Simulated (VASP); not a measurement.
# NaI (P1) in VASP: notebook

NaI is run at these levels: PBEsol; tasks: single point.

Program: VASP 6.6.1. These are calculated values, not measurements. Logs are shortened: lines on timing, memory, paths and dates and some standing lists are left out, and cuts for length are marked.

## (1) The cell of the first run

The typed cell holds 16 atoms: a = 8.858 Å, b = 8.858 Å, c = 8.931 Å, α = 104.36°, β = 104.36°, γ = 90.00°.

## (2) Single point, PBEsol (dynamics (nvt nose hoover) at 200 K, volume x 1.0, from the last frame before)

The input, INCAR:

```
  ALGO = Normal
  EDIFF = 1E-6
  ENCUT = 520
  GGA = PS
  ISIF = 2
  ISMEAR = -1
  LASPH = T
  LCHARG = F
  LREAL = Auto
  LWAVE = F
  NBANDS = 70
  NELM = 100
  PREC = Accurate
  SIGMA = 0.02
```

The input, KPOINTS:

```
k-points
0
Gamma
  1 1 1
```

The input, POSCAR:

```
NaI
1.0
    8.8580540000      0.0000000000      0.0000000000
    0.0000000000      8.8580540000      0.0000000000
   -2.2145135000     -2.2145135000      8.3637720000
Na I
8 8
Direct
    0.3922419766      0.0810217018      0.4241575452
    0.9188117821      0.1610858753      0.6200600638
    0.3913351074      0.6178412904      0.5175265419
    0.9039297738      0.6013090176      0.5161425969
    0.2487650753      0.2610034293     -0.0310594311
    0.7214653194      0.2701394413      0.0246418721
    0.2266302062      0.7481220598      0.0422095437
    0.7383269084      0.7764270374      0.0169245407
    0.1599688956      0.3798428092      0.5517871601
    0.6427434150      0.3564024196      0.5088340524
    0.1361405506      0.8788856275      0.4676771438
    0.6419720099      0.8363271132      0.4798230990
   -0.0327847668      0.0126354801     -0.0444360511
    0.4843789272      0.0180605913      0.0576892818
   -0.0120697392      0.5010059318     -0.0034162816
    0.4721314603      0.5137694995     -0.0416181838
```

Potentials or basis: VASP PAW PBE potentials, release 64 (Na_pv, I).

Command:

```
cat potpaw_PBE.64/Na_pv/POTCAR potpaw_PBE.64/I/POTCAR > POTCAR
mpirun -np 1 vasp_gam > vasp.out
```

OUTCAR:

```text
EDIFF = 1E-6
   ENCUT = 520
   GGA = PS
   ISIF = 2
   ISMEAR = -1
   LASPH = T
   LREAL = Auto
   NELM = 100
   PREC = Accurate

 ion  position               nearest neighbor table
   1  0.392  0.081  0.424-  11 3.05  10 3.11  12 3.13
   2  0.919  0.161  0.620-  10 3.10   9 3.15
   3  0.391  0.618  0.518-   9 3.06  12 3.08
   4  0.904  0.601  0.516-   9 3.01  12 3.13  10 3.15
   5  0.249  0.261  0.969-  16 3.02  14 3.10  15 3.15
   6  0.721  0.270  0.025-  16 3.14  14 3.18
   7  0.227  0.748  0.042-  15 2.93  16 3.10
   8  0.738  0.776  0.017-  14 3.13  13 3.15  16 3.17
   9  0.160  0.380  0.552-   4 3.01   3 3.06   2 3.15
  10  0.643  0.356  0.509-   2 3.10   1 3.11   4 3.15
  11  0.136  0.879  0.468-   1 3.05
  12  0.642  0.836  0.480-   3 3.08   4 3.13   1 3.13
  13  0.967  0.013  0.956-   8 3.15
  14  0.484  0.018  0.058-   5 3.10   8 3.13   6 3.18
  15  0.988  0.501  0.997-   7 2.93   5 3.15
  16  0.472  0.514  0.958-   5 3.02   7 3.10   6 3.14   8 3.17

  LATTYP: Found a base centered monoclinic cell.
 ALAT       =    12.5271801030
 B/A-ratio  =     1.0000000000
 C/A-ratio  =     0.7129211347
 COS(beta)  =    -0.3506699238

  Lattice vectors:

 A1 = (   8.8580540000,   0.0000000000,   0.0000000000)
 A2 = (   0.0000000000,   8.8580540000,   0.0000000000)
 A3 = (  -2.2145135000,  -2.2145135000,   8.3637720000)

Analysis of symmetry for initial positions (statically):
=====================================================================
 Subroutine PRICEL returns:
 Original cell was already a primitive cell.

 Routine SETGRP: Setting up the symmetry group for a
 base centered monoclinic supercell.

 Subroutine GETGRP returns: Found  1 space group operations
 (whereof  1 operations were pure point group operations)
 out of a pool of  4 trial point group operations.

The static configuration has the point symmetry C_1 .

Analysis of symmetry for dynamics (positions and initial velocities):
=====================================================================
 Subroutine PRICEL returns:
 Original cell was already a primitive cell.

 Routine SETGRP: Setting up the symmetry group for a
 base centered monoclinic supercell.

 Subroutine GETGRP returns: Found  1 space group operations
 (whereof  1 operations were pure point group operations)
 out of a pool of  4 trial point group operations.

The dynamic configuration has the point symmetry C_1 .

 Subroutine INISYM returns: Found  1 space group operations
 (whereof  1 operations are pure point group operations),
 and found     1 'primitive' translations

----------------------------------------------------------------------------------------

                                     Primitive cell

  volume of cell :     656.2644

  direct lattice vectors                    reciprocal lattice vectors
     8.858054000  0.000000000  0.000000000     0.112891613  0.000000000  0.029890820
     0.000000000  8.858054000  0.000000000     0.000000000  0.112891613  0.029890820
    -2.214513500 -2.214513500  8.363772000     0.000000000  0.000000000  0.119563278

  length of vectors
     8.858054000  8.858054000  8.930891453     0.116781751  0.116781751  0.119563278

  position of ions in fractional coordinates (direct lattice)
     0.392241977  0.081021702  0.424157545
     0.918811782  0.161085875  0.620060064
     0.391335107  0.617841290  0.517526542
     0.903929774  0.601309018  0.516142597
     0.248765075  0.261003429  0.968940569
     0.721465319  0.270139441  0.024641872
     0.226630206  0.748122060  0.042209544
     0.738326908  0.776427037  0.016924541
     0.159968896  0.379842809  0.551787160
     0.642743415  0.356402420  0.508834052
     0.136140551  0.878885627  0.467677144
     0.641972010  0.836327113  0.479823099
     0.967215233  0.012635480  0.955563949
     0.484378927  0.018060591  0.057689282
     0.987930261  0.501005932  0.996583718
     0.472131460  0.513769500  0.958381816

  ion indices of the primitive-cell ions
   primitive index   ion index
                 1           1
                 2           2
                 3           3
                 4           4
                 5           5
                 6           6
                 7           7
                 8           8
                 9           9
                10          10
                11          11
                12          12
                13          13
                14          14
                15          15
                16          16

----------------------------------------------------------------------------------------

 KPOINTS: k-points

Automatic generation of k-mesh.
 Grid dimensions read from file:
 generate k-points for:    1    1    1

 Generating k-lattice:

  Cartesian coordinates                     Fractional coordinates (reciprocal lattice)
     0.112891613  0.000000000  0.029890820     1.000000000  0.000000000 -0.000000000
     0.000000000  0.112891613  0.029890820     0.000000000  1.000000000 -0.000000000
     0.000000000  0.000000000  0.119563278     0.000000000  0.000000000  1.000000000

  Length of vectors
     0.116781751  0.116781751  0.119563278

  Shift w.r.t. Gamma in fractional coordinates (k-lattice)
     0.000000000  0.000000000  0.000000000

 Subroutine IBZKPT returns following result:
 ===========================================

 Found      1 irreducible k-points:

 Following reciprocal coordinates:
            Coordinates               Weight
  0.000000  0.000000  0.000000      1.000000
   k-points           NKPTS =      1   k-points in BZ     NKDIM =      1   number of bands    NBANDS=     70
   number of dos      NEDOS =    301   number of ions     NIONS =     16
   total plane-waves  NPLWV = 343000
   dimension x,y,z NGX =    70 NGY =   70 NGZ =   70
   dimension x,y,z NGXF=   140 NGYF=  140 NGZF=  140
   ions per type =               8   8
   NGX,Y,Z   is equivalent  to a cutoff of  13.14, 13.14, 13.03 a.u.
   NGXF,Y,Z  is equivalent  to a cutoff of  26.27, 26.27, 26.06 a.u.
 SYSTEM =  unknown system
   PREC   = accura    normal or accurate (medium, high low for compatibility)
   ISTART =      0    job   : 0-new  1-cont  2-samecut
   ICHARG =      2    charge: 1-file 2-atom 10-const
   ISPIN  =      1    spin polarized calculation?
   LNONCOLLINEAR =      F non collinear calculations
   LSORBIT =      F    spin-orbit coupling
   LASPH  =      T    aspherical Exc in radial PAW
   ENCUT  =  520.0 eV  38.22 Ry    6.18 a.u.  16.47 16.47 16.61*2*pi/ulx,y,z
   NELM   =    100;   NELMIN=  2; NELMDL= -5     # of ELM steps
   EDIFF  = 0.1E-05   stopping-criterion for ELM
   LREAL  =      T    real-space projection
   EDIFFG = 0.1E-04   stopping-criterion for IOM
   NSW    =      0    number of steps for IOM
   IBRION =     -1    ionic relax: 0-MD 1-quasi-New 2-CG
   NFREE  =      0    steps in history (QN), initial steepest desc. (CG)
   ISIF   =      2    stress and relaxation
   ISYM   =      2    0-nonsym 1-usesym 2-fastsym
   POTIM  = 0.5000    time-step for ionic-motion
   TEBEG  =    0.0;   TEEND  =   0.0 temperature during run
   PSTRESS=    0.0 pullay stress
   NELECT =     112.0000    total number of electrons
   NUPDOWN=      -1.0000    fix difference up-down
   EMIN   =  10.00;   EMAX   =-10.00  energy-range for DOS
   EFERMI =   0.00;   METHOD = LEGACY
   ISMEAR =    -1;   SIGMA  =   0.02  broadening in eV -4-tet -1-fermi 0-gaus
   EFERMI_NEDOS =   21; number of points for ismear=-14 and -15
   IALGO  =     38    algorithm
   IMIX   =      4    mixing-type and parameters
     AMIX     =   0.40;   BMIX     =  1.00
     AMIX_MAG =   1.60;   BMIX_MAG =  1.00
  volume/ion in A,a.u.               =      41.02       276.79
  Fermi-wavevector in a.u.,A,eV,Ry     =   0.908074  1.716011 11.219342  0.824598
  Thomas-Fermi vector in A             =   2.031957
   LORBIT       =      0    0 simple, 1 ext, 2 COOP (PROOUT), +10 PAW based schemes
   GGA     = PS    functional components
   LHFCALC =     F    Hartree Fock is set to
   AEXX    =    0.0000 exact exchange contribution
   IVDW    =     0    specifies the selected vdW correction
   LEPSILON=     F    determine dielectric tensor
   LRPA    =     F    only Hartree local field effects (RPA)
 non-spin polarized calculation
  energy-cutoff  :      520.00
  volume of cell :      656.26
 maximum number of plane-waves:      8826
 NGX is ok and might be reduce to    70
   NGX = 33   NGY = 33   NGZ = 33

 number of electron     111.9999982 magnetization

 Free energy of the ion-electron system (eV)
  ---------------------------------------------------
  ext. energy  EPLUGINS =         0.00000000
  ---------------------------------------------------
  free energy    TOTEN  =       -41.20768004 eV

  energy without entropy =      -41.20768004  energy(sigma->0) =      -41.20768004

 E-fermi :   0.6328     XC(G=0):  -6.9087

 val. band max:        0.0815422019   @ k =   0.0000   0.0000   0.0000
 cond. band min:       2.7628278243   @ k =   0.0000   0.0000   0.0000
 fundamental gap:      2.6812856224
 Fermi energy:         0.6327670041

 k-point     1 :       0.0000    0.0000    0.0000
  band No.  band energies     occupation
      1     -23.2306      2.00000
      2     -23.1864      2.00000
      3     -23.1799      2.00000
      4     -23.1771      2.00000
      5     -23.1527      2.00000
      6     -23.1420      2.00000
      7     -23.1347      2.00000
      8     -23.1055      2.00000
      9     -23.1032      2.00000
     10     -23.0958      2.00000
     11     -23.0665      2.00000
     12     -23.0602      2.00000
     13     -23.0124      2.00000
     14     -22.9839      2.00000
     15     -22.9723      2.00000
     16     -22.9389      2.00000
     17     -22.8997      2.00000
     18     -22.8913      2.00000
     19     -22.8764      2.00000
     20     -22.8483      2.00000
     21     -22.8477      2.00000
     22     -22.8385      2.00000
     23     -22.8146      2.00000
     24     -22.7962      2.00000
     25     -11.1166      2.00000
     26     -10.9792      2.00000
     27     -10.9015      2.00000
     28     -10.8128      2.00000
     29     -10.7355      2.00000
     30     -10.6346      2.00000
     31     -10.6080      2.00000
     32     -10.4712      2.00000
     33      -2.2736      2.00000
     34      -2.2145      2.00000
     35      -1.9895      2.00000
     36      -1.9019      2.00000
     37      -1.8383      2.00000
     38      -1.7818      2.00000
     39      -1.6951      2.00000
     40      -1.5661      2.00000
     41      -1.4453      2.00000
     42      -1.0735      2.00000
     43      -0.9883      2.00000
     44      -0.7284      2.00000
     45      -0.6806      2.00000
     46      -0.6668      2.00000
     47      -0.6055      2.00000
     48      -0.5231      2.00000
     49      -0.4558      2.00000
     50      -0.3864      2.00000
     51      -0.2887      2.00000
     52      -0.2396      2.00000
     53      -0.1877      2.00000
     54      -0.1276      2.00000
     55      -0.0598      2.00000
     56       0.0815      2.00000
     57       2.7628      0.00000
     58       3.8868      0.00000
     59       4.2379      0.00000
     60       4.5432      0.00000
     61       4.7189      0.00000
     62       4.7583      0.00000
     63       5.0206      0.00000
     64       5.0662      0.00000
     65       5.5610      0.00000
     66       5.6218      0.00000
     67       5.6423      0.00000
     68       5.8803      0.00000
 [bands above 68 left out]

------------------------ aborting loop because EDIFF is reached ----------------------------------------

  FORCE on cell =-STRESS in cart. coord.  units (eV):
  Direction    XX          YY          ZZ          XY          YZ          ZX
  --------------------------------------------------------------------------------------
  -------------------------------------------------------------------------------------
  Total        2.6418199      2.0296359     -0.7405060      0.3524602      1.3298619      2.2739513
  in kB        6.4496322      4.9550709     -1.8078413      0.8604822      3.2466711      5.5515327
  external PRESSURE =       3.1989539 kB  Pullay stress =       0.0000000 kB

 VOLUME and BASIS-vectors are now :
 -----------------------------------------------------------------------------
  energy-cutoff  :      520.00
  volume of cell :      656.26
      direct lattice vectors                 reciprocal lattice vectors
     8.858054000  0.000000000  0.000000000     0.112891613  0.000000000  0.029890820
     0.000000000  8.858054000  0.000000000     0.000000000  0.112891613  0.029890820
    -2.214513500 -2.214513500  8.363772000     0.000000000  0.000000000  0.119563278

 POSITION                                       TOTAL-FORCE (eV/Angst)
 -----------------------------------------------------------------------------------
      2.53520     -0.22161      3.54756         0.092520      0.132442      0.040442
      6.76575      0.05378      5.18604        -0.091118     -0.159135     -0.136588
      2.32040      4.32680      4.32847         0.037680      0.018669      0.069967
      6.86405      4.18342      4.31690        -0.083190      0.154145      0.003015
      0.05784      0.16625      8.10400        -0.055043     -0.050723      0.017294
      6.33621      2.33834      0.20610         0.030754      0.001921      0.016796
      1.91403      6.53343      0.35303         0.146013      0.228135      0.025977
      6.50266      6.84015      0.14155        -0.002345     -0.089925      0.066727
      0.19507      2.14273      4.61502        -0.071625     -0.131524      0.079058
      4.56664      2.03021      4.25577         0.070233     -0.023035     -0.017436
      0.17026      6.74954      3.91155         0.062028     -0.077702     -0.221640
      4.62405      6.34566      4.01313         0.043180     -0.111593     -0.024454
      6.45154     -2.00418      7.99212         0.005794      0.144580     -0.300493
      4.16290      0.03223      0.48250        -0.180384      0.041859      0.296253
      6.54419      2.23099      8.33520        -0.274679     -0.157528      0.102944
      2.05982      2.42865      8.01569         0.270182      0.079413     -0.017863
 -----------------------------------------------------------------------------------
    total drift:                               -0.002367      0.000034      0.006597

  FREE ENERGIE OF THE ION-ELECTRON SYSTEM (eV)
  ---------------------------------------------------
  free  energy   TOTEN  =       -41.2076800377 eV

  energy  without entropy=      -41.2076800377  energy(sigma->0) =      -41.20768004
```

Run time: 2.6 min. Hardware: 1 thread of AMD EPYC 7R13 (Zen 3), shared host; peak memory 0.63 GiB.

Results:

```
Free energy            : -41.2077 eV
Pressure               : 0.3 GPa
Largest force          : 0.349 eV/Å
Band gap on the k mesh : 2.68 eV
```

Forces on the atoms (eV/Å):
```
Na   0.093  0.132  0.040
Na  -0.091 -0.159 -0.137
Na   0.038  0.019  0.070
Na  -0.083  0.154  0.003
Na  -0.055 -0.051  0.017
Na   0.031  0.002  0.017
Na   0.146  0.228  0.026
Na  -0.002 -0.090  0.067
I   -0.072 -0.132  0.079
I    0.070 -0.023 -0.017
I    0.062 -0.078 -0.222
I    0.043 -0.112 -0.024
I    0.006  0.145 -0.300
I   -0.180  0.042  0.296
I   -0.275 -0.158  0.103
I    0.270  0.079 -0.018
```

Caveat: the k points lie up to 0.75 Å⁻¹ apart; the PAW data sets were made with another functional, which shifts forces and pressure a little; spin-orbit coupling is left out, which moves the levels of the heavy elements. A k mesh can miss the band edges.

## (3) Single point, PBEsol (dynamics (nvt nose hoover) at 200 K, volume x 1.0, from the last frame before)

The input, INCAR:

```
ALGO = Normal ; EDIFF = 1E-6
ENCUT = 520 ; GGA = PS
ISIF = 2 ; ISMEAR = -1
LASPH = True ; LCHARG = False
LREAL = Auto ; LWAVE = False
NBANDS = 70 ; NELM = 100
PREC = Accurate ; SIGMA = 0.02
```

KPOINTS is that of step 2.

The input, POSCAR:

```
NaI
1.0
    8.8580540000      0.0000000000      0.0000000000
    0.0000000000      8.8580540000      0.0000000000
   -2.2145135000     -2.2145135000      8.3637720000
Na I
8 8
Direct
    0.4179747193      0.1046123262      0.4873949218
    0.8814100460      0.0750097915      0.5245065265
    0.4459733669      0.5962053479      0.6084596758
    0.9357438468      0.6222317594      0.5464028670
    0.2157104357      0.2930445770     -0.0620480807
    0.7140283855      0.2837304894      0.0686733211
    0.2172692053      0.7721821693      0.0785713671
    0.7611657294      0.7906266020      0.1362087584
    0.1539617704      0.3635199872      0.5977654580
    0.6834841271      0.3566621186      0.5164991346
    0.1523928688      0.8527367592      0.3954625975
    0.6448571935      0.7859192146      0.4467558417
   -0.0742390509      0.0189447342     -0.1242753868
    0.4667604559      0.0526919709      0.1254168574
   -0.0387530607      0.5158659335      0.0332142005
    0.4953625644      0.5468398979     -0.0611586495
```

Potentials or basis: VASP PAW PBE potentials, release 64 (Na_pv, I).

Command:

```
cat potpaw_PBE.64/Na_pv/POTCAR potpaw_PBE.64/I/POTCAR > POTCAR
mpirun -np 1 vasp_gam > vasp.out
```

It took 84 s on 1 thread of AMD EPYC 7R13 (Zen 3), shared host; peak memory 0.6 GiB.

The run converged. Its results:

```yaml
Free_energy: -41.7290 eV
Pressure: 0.1 GPa
Largest_force: 0.537 eV/Å
Band_gap_on_the_k_mesh: 2.42 eV
```

Forces on the atoms (eV/Å):
```
Na   0.087  0.141 -0.132
Na   0.100  0.078  0.295
Na   0.057 -0.027 -0.122
Na  -0.032 -0.034  0.064
Na  -0.109 -0.094  0.022
Na   0.057  0.025 -0.057
Na   0.214  0.066 -0.236
Na  -0.054 -0.021 -0.124
I    0.098 -0.216 -0.089
I   -0.062 -0.064  0.016
I   -0.283  0.219  0.400
I   -0.069  0.124 -0.171
I    0.123 -0.041  0.021
I   -0.067  0.051 -0.178
I    0.092 -0.190  0.142
I   -0.152 -0.016  0.149
```

Stress tensor (GPa, compression positive):
```
-0.14  0.05  0.81
 0.05 -0.21  0.74
 0.81  0.74  0.59
```

Levels at points of the mesh, in eV from the valence-band top:
```csv
k point,band 53,band 54,band 55,band 56,band 57,band 58,band 59,band 60
"(0.00, 0.00, 0.00)",-0.33,-0.25,-0.21,0.00,2.42,3.74,4.12,4.47
```

Caveat: the k points lie up to 0.75 Å⁻¹ apart; the PAW data sets were made with another functional, which shifts forces and pressure a little; spin-orbit coupling is left out, which moves the levels of the heavy elements. A k mesh can miss the band edges.

(Continued in part 2 of 2.)
